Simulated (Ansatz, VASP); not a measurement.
**One calculation of NaH, two programs**

INCAR

```
PREC = Accurate
ENCUT = 520
EDIFF = 1E-6
ISMEAR = 0
SIGMA = 0.01
LREAL = False
LASPH = True
NELM = 100
ALGO = Normal
ISIF = 2
LWAVE = False
LCHARG = False
GGA = PE
NBANDS = 11
```

File KPOINTS:

```
Automatic mesh
0
Gamma
  8 8 8
```

The input POSCAR:

```
NaH
1.0
    2.9044527264      0.0000000000      0.0000000000
    0.0000000000      2.9044527264      0.0000000000
    0.0000000000      0.0000000000      2.9044527264
Na H
1 1
Direct
    0.0000000000      0.0000000000      0.0000000000
    0.5000000000      0.5000000000      0.5000000000
```

Input for Ansatz:

```yaml
crystal:
  lattice:
    - [2.9044527264, 0.0, 0.0]
    - [0.0, 2.9044527264, 0.0]
    - [0.0, 0.0, 2.9044527264]
  atoms:
    - { symbol: Na, position: [0.0, 0.0, 0.0] }
    - { symbol: H, position: [0.5, 0.5, 0.5] }
kpoints:
  mp_grid: { grid: [8, 8, 8] }
hamiltonian:
  xc: pbe
scf:
  occupations: { method: fixed }
  n_extra_bands: 4
output:
  forces: true
  stress: true
  eigenvalues: true
```

Alike in both runs: task single point; functional PBE; k mesh 8 × 8 × 8; no spin polarisation.

|  | VASP | Ansatz |
| --- | --- | --- |
| version | VASP 6.6.1 | Ansatz 0.2.0 |
| potentials or method | VASP PAW PBE potentials, release 64 (Na_pv, H) | plane waves, PAW |
| plane-wave cutoff (eV) | 520 | 420 |
| occupations | gaussian, width 0.01 eV | fixed |
| valence electrons in the cell | 8 | 10 |

|  | VASP | Ansatz | Ansatz less VASP |
| --- | --- | --- | --- |
| gap on the k mesh at the Fermi level (eV) | 1.03 | 1.04 | +0.002 |
| pressure (GPa) | 1.6 | 1.6 | +0.06 |

VASP's potentials hold 8 valence electrons a cell and Ansatz's 10, so a difference there can come from the potentials and not from the codes.
